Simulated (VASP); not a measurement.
Sr, 1 atom in the cell. It takes space group Fmmm (No. 69, orthorhombic). Conventional cell: a = 5.552 Å, b = 6.085 Å, c = 6.617 Å, α = 90.00°, β = 90.00°, γ = 90.00°. Sr (site symmetry mmm) has 14 Sr at 4.12 to 5.55 Å within 5.6 Å.  This cell differs from its parent crystal: strain +0.0875 x Voigt [1, -1, 0, 0, 0, 0].

* Program: VASP 6.6.1
* Task: single point
* Functional: PBEsol
* Potentials or basis: VASP PAW PBE potentials, release 64 (Sr_sv)
* Cutoff: 520 eV
* k mesh: 10 × 10 × 10
* Occupations: gaussian, width 0.03 eV
* Spin: no spin polarisation
* Dipole correction: no
* Further INCAR settings: ALGO = Fast; EDIFF = 1e-06; NBANDS = 11

Potentials or basis: VASP PAW PBE potentials, release 64 (Sr_sv).

Run with:

```bash
$ cat potpaw_PBE.64/Sr_sv/POTCAR > POTCAR
$ mpirun -np 1 vasp_std > vasp.out
```

Hardware: 1 thread of AMD EPYC 7R13, on a shared host.

**Question.** Estimate the wall time of this run.

**Answer.** Wall time 110 s on 1 thread of AMD EPYC 7R13 (shared host), peak memory 0.26 GiB. Counts: scf iterations 12, k points 171.
